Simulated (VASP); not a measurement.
# Sn4S (I-43m) in VASP: further runs

Sn4S is run at these levels: PBE; tasks: single point, relaxation of cell and atoms.

Everything below comes from runs of VASP 6.6.1. Logs are shortened: lines on timing, memory, paths and dates and some standing lists are left out, and cuts for length are marked.

## (1) The cell of the first run

Symmetry: I-43m, No. 217, cubic system. Conventional cell: a = 6.771 Å, b = 6.771 Å, c = 6.771 Å, α = 90.00°, β = 90.00°, γ = 90.00°. Within 2.9 Å of Sn (site symmetry 3m) lie 1 S at 2.17 Å. Within 2.9 Å of S (site symmetry -43m) lie 4 Sn at 2.17 Å.

## (2) Single point, PBE

INCAR

```
PREC     = Accurate       # precision mode
ENCUT    = 520            # plane-wave cutoff, eV
EDIFF    = 1E-6           # SCF threshold, eV
ISMEAR   = 0              # smearing method
SIGMA    = 0.1            # smearing width, eV
LREAL    = False          # projectors in reciprocal space
LASPH    = True           # aspherical terms in the spheres
NELM     = 80             # most SCF steps
ALGO     = Normal         # electronic algorithm
ISIF     = 2              # what is computed and relaxed
LWAVE    = False          # write WAVECAR
LCHARG   = True           # write CHGCAR
GGA      = PE             # functional
LELF     = True           # ELF
LVHAR    = True         
NBANDS   = 39             # bands
```

KPOINTS

```
regular mesh
0
Gamma
  4 4 4
```

POSCAR

```
Sn4S
1.0
   -3.3855300500      3.3855300500      3.3855300500
    3.3855300500     -3.3855300500      3.3855300500
    3.3855300500      3.3855300500     -3.3855300500
Sn S
4 1
Direct
    0.0000000000      0.6305807800      0.0000000000
    0.3694192200      0.3694192200      0.3694192200
    0.0000000000      0.0000000000      0.6305807800
    0.6305807800      0.0000000000      0.0000000000
    0.0000000000      0.0000000000      0.0000000000
```

Potentials or basis: VASP PAW PBE potentials, release 64 (Sn_d, S).

On the command line:

```sh
cat potpaw_PBE.64/Sn_d/POTCAR potpaw_PBE.64/S/POTCAR > POTCAR
mpirun -np 1 vasp_std > vasp.out
```

OUTCAR:

```text
PREC = Accurate
   ENCUT = 520
   EDIFF = 1E-6
   ISMEAR = 0
   LREAL = False
   LASPH = True
   NELM = 80
   ISIF = 2
   GGA = PE

 ion  position               nearest neighbor table
   1  0.000  0.631  0.000-   5 2.17   3 3.54   4 3.54   2 3.54   3 3.61   4 3.61   3 3.61   4 3.61
                             2 3.61   2 3.61
   2  0.369  0.369  0.369-   5 2.17   3 3.54   1 3.54   4 3.54   3 3.61   1 3.61   4 3.61   3 3.61
                             1 3.61   4 3.61
   3  0.000  0.000  0.631-   5 2.17   1 3.54   4 3.54   2 3.54   2 3.61   4 3.61   1 3.61   1 3.61
                             4 3.61   2 3.61
   4  0.631  0.000  0.000-   5 2.17   1 3.54   3 3.54   2 3.54   3 3.61   1 3.61   2 3.61   1 3.61
                             3 3.61   2 3.61
   5  0.000  0.000  0.000-   1 2.17   2 2.17   3 2.17   4 2.17

  LATTYP: Found a body centered cubic cell.
 ALAT       =     6.7710601000

  Lattice vectors:

 A1 = (  -3.3855300500,   3.3855300500,   3.3855300500)
 A2 = (   3.3855300500,  -3.3855300500,   3.3855300500)
 A3 = (   3.3855300500,   3.3855300500,  -3.3855300500)

Analysis of symmetry for initial positions (statically):
=====================================================================
 Subroutine PRICEL returns:
 Original cell was already a primitive cell.

 Routine SETGRP: Setting up the symmetry group for a
 body centered cubic supercell.

 Subroutine GETGRP returns: Found 24 space group operations
 (whereof 24 operations were pure point group operations)
 out of a pool of 48 trial point group operations.

The static configuration has the point symmetry T_d .

Analysis of symmetry for dynamics (positions and initial velocities):
=====================================================================
 Subroutine PRICEL returns:
 Original cell was already a primitive cell.

 Routine SETGRP: Setting up the symmetry group for a
 body centered cubic supercell.

 Subroutine GETGRP returns: Found 24 space group operations
 (whereof 24 operations were pure point group operations)
 out of a pool of 48 trial point group operations.

The dynamic configuration has the point symmetry T_d .

 Subroutine INISYM returns: Found 24 space group operations
 (whereof 24 operations are pure point group operations),
 and found     1 'primitive' translations

----------------------------------------------------------------------------------------

                                     Primitive cell

  volume of cell :     155.2173

  direct lattice vectors                    reciprocal lattice vectors
    -3.385530050  3.385530050  3.385530050     0.000000000  0.147687361  0.147687361
     3.385530050 -3.385530050  3.385530050     0.147687361  0.000000000  0.147687361
     3.385530050  3.385530050 -3.385530050     0.147687361  0.147687361  0.000000000

  length of vectors
     5.863910057  5.863910057  5.863910057     0.208861469  0.208861469  0.208861469

  position of ions in fractional coordinates (direct lattice)
     0.000000000  0.630580780  0.000000000
     0.369419220  0.369419220  0.369419220
     0.000000000  0.000000000  0.630580780
     0.630580780  0.000000000  0.000000000
     0.000000000  0.000000000  0.000000000

  ion indices of the primitive-cell ions
   primitive index   ion index
                 1           1
                 2           2
                 3           3
                 4           4
                 5           5

----------------------------------------------------------------------------------------

 KPOINTS: regular mesh

Automatic generation of k-mesh.
 Grid dimensions read from file:
 generate k-points for:    4    4    4

 Generating k-lattice:

  Cartesian coordinates                     Fractional coordinates (reciprocal lattice)
     0.000000000  0.036921840  0.036921840     0.250000000  0.000000000  0.000000000
     0.036921840  0.000000000  0.036921840     0.000000000  0.250000000  0.000000000
     0.036921840  0.036921840  0.000000000     0.000000000  0.000000000  0.250000000

  Length of vectors
     0.052215367  0.052215367  0.052215367

  Shift w.r.t. Gamma in fractional coordinates (k-lattice)
     0.000000000  0.000000000  0.000000000

 Subroutine IBZKPT returns following result:
 ===========================================

 Found      8 irreducible k-points:

 Following reciprocal coordinates:
            Coordinates               Weight
  0.000000  0.000000  0.000000      1.000000
  0.250000  0.000000  0.000000     12.000000
  0.500000  0.000000  0.000000      6.000000
  0.250000  0.250000  0.000000     24.000000
  0.250000  0.250000  0.250000      2.000000
 -0.250000  0.250000  0.250000      6.000000
  0.500000  0.500000  0.250000     12.000000
  0.500000  0.500000  0.500000      1.000000
   k-points           NKPTS =      8   k-points in BZ     NKDIM =      8   number of bands    NBANDS=     39
   number of dos      NEDOS =    301   number of ions     NIONS =      5
   total plane-waves  NPLWV = 110592
   dimension x,y,z NGX =    48 NGY =   48 NGZ =   48
   dimension x,y,z NGXF=    96 NGYF=   96 NGZF=   96
   ions per type =               4   1
   NGX,Y,Z   is equivalent  to a cutoff of  13.61, 13.61, 13.61 a.u.
   NGXF,Y,Z  is equivalent  to a cutoff of  27.22, 27.22, 27.22 a.u.
 SYSTEM =  unknown system
   PREC   = accura    normal or accurate (medium, high low for compatibility)
   ISTART =      0    job   : 0-new  1-cont  2-samecut
   ICHARG =      2    charge: 1-file 2-atom 10-const
   ISPIN  =      1    spin polarized calculation?
   LNONCOLLINEAR =      F non collinear calculations
   LSORBIT =      F    spin-orbit coupling
   LASPH  =      T    aspherical Exc in radial PAW
   ENCUT  =  520.0 eV  38.22 Ry    6.18 a.u.  10.90 10.90 10.90*2*pi/ulx,y,z
   NELM   =     80;   NELMIN=  2; NELMDL= -5     # of ELM steps
   EDIFF  = 0.1E-05   stopping-criterion for ELM
   LREAL  =      F    real-space projection
   EDIFFG = 0.1E-04   stopping-criterion for IOM
   NSW    =      0    number of steps for IOM
   IBRION =     -1    ionic relax: 0-MD 1-quasi-New 2-CG
   NFREE  =      0    steps in history (QN), initial steepest desc. (CG)
   ISIF   =      2    stress and relaxation
   ISYM   =      2    0-nonsym 1-usesym 2-fastsym
   POTIM  = 0.5000    time-step for ionic-motion
   TEBEG  =    0.0;   TEEND  =   0.0 temperature during run
   PSTRESS=    0.0 pullay stress
   NELECT =      62.0000    total number of electrons
   NUPDOWN=      -1.0000    fix difference up-down
   EMIN   =  10.00;   EMAX   =-10.00  energy-range for DOS
   EFERMI =   0.00;   METHOD = LEGACY
   ISMEAR =     0;   SIGMA  =   0.10  broadening in eV -4-tet -1-fermi 0-gaus
   EFERMI_NEDOS =   21; number of points for ismear=-14 and -15
   IALGO  =     38    algorithm
   IMIX   =      4    mixing-type and parameters
     AMIX     =   0.40;   BMIX     =  1.00
     AMIX_MAG =   1.60;   BMIX_MAG =  1.00
  volume/ion in A,a.u.               =      31.04       209.49
  Fermi-wavevector in a.u.,A,eV,Ry     =   1.205661  2.278370 19.777696  1.453620
  Thomas-Fermi vector in A             =   2.341351
   LORBIT       =      0    0 simple, 1 ext, 2 COOP (PROOUT), +10 PAW based schemes
   GGA     = PE    functional components
   LHFCALC =     F    Hartree Fock is set to
   AEXX    =    0.0000 exact exchange contribution
   IVDW    =     0    specifies the selected vdW correction
   LEPSILON=     F    determine dielectric tensor
   LRPA    =     F    only Hartree local field effects (RPA)
 non-spin polarized calculation
 Gauss-broadening in eV      SIGMA  =   0.10
  energy-cutoff  :      520.00
  volume of cell :      155.22
 maximum number of plane-waves:      4205
 NGX is ok and might be reduce to    48
   NGX = 21   NGY = 21   NGZ = 21

 number of electron      62.0000001 magnetization

 Free energy of the ion-electron system (eV)
  ---------------------------------------------------
  ext. energy  EPLUGINS =         0.00000000
  ---------------------------------------------------
  free energy    TOTEN  =       -13.17554091 eV

  energy without entropy =      -13.17244706  energy(sigma->0) =      -13.17399399

 E-fermi :   5.9626     XC(G=0):  -9.1281

 val. band max:        5.8022949160   @ k =   0.2500   0.2500   0.0000
 cond. band min:       6.1035828270   @ k =   0.2500   0.0000   0.0000
 fundamental gap:      0.3012879110
 Fermi energy:         5.9626422716

 k-point     1 :       0.0000    0.0000    0.0000
  band No.  band energies     occupation
      1     -16.6096      2.00000
      2     -16.1302      2.00000
      3     -16.1302      2.00000
      4     -16.1302      2.00000
      5     -15.9575      2.00000
      6     -15.9575      2.00000
[... 31 lines left out ...]
     38      11.1256      0.00000
     39      11.2432      0.00000

 k-point     2 :       0.2500    0.0000    0.0000
  band No.  band energies     occupation
      1     -16.6006      2.00000
      2     -16.1402      2.00000
      3     -16.1337      2.00000
      4     -16.1277      2.00000
      5     -15.9534      2.00000
      6     -15.9516      2.00000
[... 31 lines left out ...]
     38      10.2852      0.00000
     39      11.0796      0.00000

 k-point     3 :       0.5000    0.0000    0.0000
  band No.  band energies     occupation
      1     -16.5912      2.00000
      2     -16.1513      2.00000
      3     -16.1362      2.00000
      4     -16.1254      2.00000
      5     -15.9465      2.00000
      6     -15.9436      2.00000
[... 31 lines left out ...]
     38      10.6786      0.00000
     39      10.7041      0.00000

 k-point     4 :       0.2500    0.2500    0.0000
  band No.  band energies     occupation
      1     -16.5911      2.00000
      2     -16.1469      2.00000
      3     -16.1385      2.00000
      4     -16.1284      2.00000
      5     -15.9457      2.00000
      6     -15.9428      2.00000
[... 31 lines left out ...]
     38       9.7668      0.00000
     39      10.3795      0.00000

 k-point     5 :       0.2500    0.2500    0.2500
  band No.  band energies     occupation
      1     -16.5907      2.00000
      2     -16.1400      2.00000
      3     -16.1400      2.00000
      4     -16.1400      2.00000
      5     -15.9407      2.00000
      6     -15.9407      2.00000
[... 31 lines left out ...]
     38       9.0814      0.00000
     39       9.0814      0.00000

 k-point     6 :      -0.2500    0.2500    0.2500
  band No.  band energies     occupation
      1     -16.5914      2.00000
      2     -16.1369      2.00000
      3     -16.1369      2.00000
      4     -16.1354      2.00000
      5     -15.9489      2.00000
      6     -15.9454      2.00000
[... 31 lines left out ...]
     38       9.6913      0.00000
     39      10.8585      0.00000

 k-point     7 :       0.5000    0.5000    0.2500
  band No.  band energies     occupation
      1     -16.5818      2.00000
      2     -16.1459      2.00000
      3     -16.1389      2.00000
      4     -16.1319      2.00000
      5     -15.9400      2.00000
      6     -15.9386      2.00000
[... 31 lines left out ...]
     38      10.6026      0.00000
     39      10.8000      0.00000

 k-point     8 :       0.5000    0.5000    0.5000
  band No.  band energies     occupation
      1     -16.5720      2.00000
      2     -16.1402      2.00000
      3     -16.1402      2.00000
      4     -16.1402      2.00000
      5     -15.9306      2.00000
      6     -15.9306      2.00000
[... 31 lines left out ...]
     38      11.2530      0.00000
     39      11.2530      0.00000

------------------------ aborting loop because EDIFF is reached ----------------------------------------

  FORCE on cell =-STRESS in cart. coord.  units (eV):
  Direction    XX          YY          ZZ          XY          YZ          ZX
  --------------------------------------------------------------------------------------
  -------------------------------------------------------------------------------------
  Total       15.1501809     15.1501809     15.1501809      0.0000000      0.0000000      0.0000000
  in kB      156.3825862    156.3825862    156.3825862      0.0000000      0.0000000      0.0000000
  external PRESSURE =     156.3825862 kB  Pullay stress =       0.0000000 kB

 VOLUME and BASIS-vectors are now :
 -----------------------------------------------------------------------------
  energy-cutoff  :      520.00
  volume of cell :      155.22
      direct lattice vectors                 reciprocal lattice vectors
    -3.385530050  3.385530050  3.385530050     0.000000000  0.147687361  0.147687361
     3.385530050 -3.385530050  3.385530050     0.147687361  0.000000000  0.147687361
     3.385530050  3.385530050 -3.385530050     0.147687361  0.147687361  0.000000000

 POSITION                                       TOTAL-FORCE (eV/Angst)
 -----------------------------------------------------------------------------------
      2.13485     -2.13485      2.13485        -3.824316      3.824316     -3.824316
      1.25068      1.25068      1.25068         3.824316      3.824316      3.824316
      2.13485      2.13485     -2.13485        -3.824316     -3.824316      3.824316
     -2.13485      2.13485      2.13485         3.824316     -3.824316     -3.824316
      0.00000      0.00000      0.00000         0.000000     -0.000000     -0.000000
 -----------------------------------------------------------------------------------
    total drift:                                0.000000      0.000000      0.000001

  FREE ENERGIE OF THE ION-ELECTRON SYSTEM (eV)
  ---------------------------------------------------
  free  energy   TOTEN  =       -13.1755409143 eV

  energy  without entropy=      -13.1724470617  energy(sigma->0) =      -13.17399399
```

Wall time 49 s (1 thread of Intel Xeon 6975P-C (Granite Rapids), shared host); peak memory 0.32 GiB.

Results:

- Free energy: -13.1755 eV
- Pressure: 15.6 GPa
- Largest force: 6.624 eV/Å
- Band gap on the k mesh: zero (band 31 reaches 6.70 eV, above the bottom of band 32 at 5.27 eV)

Forces in eV/Å, atoms in the order of the input:
```
Sn  -3.824  3.824 -3.824
Sn   3.824  3.824  3.824
Sn  -3.824 -3.824  3.824
Sn   3.824 -3.824 -3.824
S    0.000  0.000  0.000
```

Caveat: spin-orbit coupling is left out, which moves the levels of the heavy elements; forces of over 1 eV/Å act on the atoms, so gaps and moduli don't describe the material at rest.

(Part 1 of 2 ends here.)
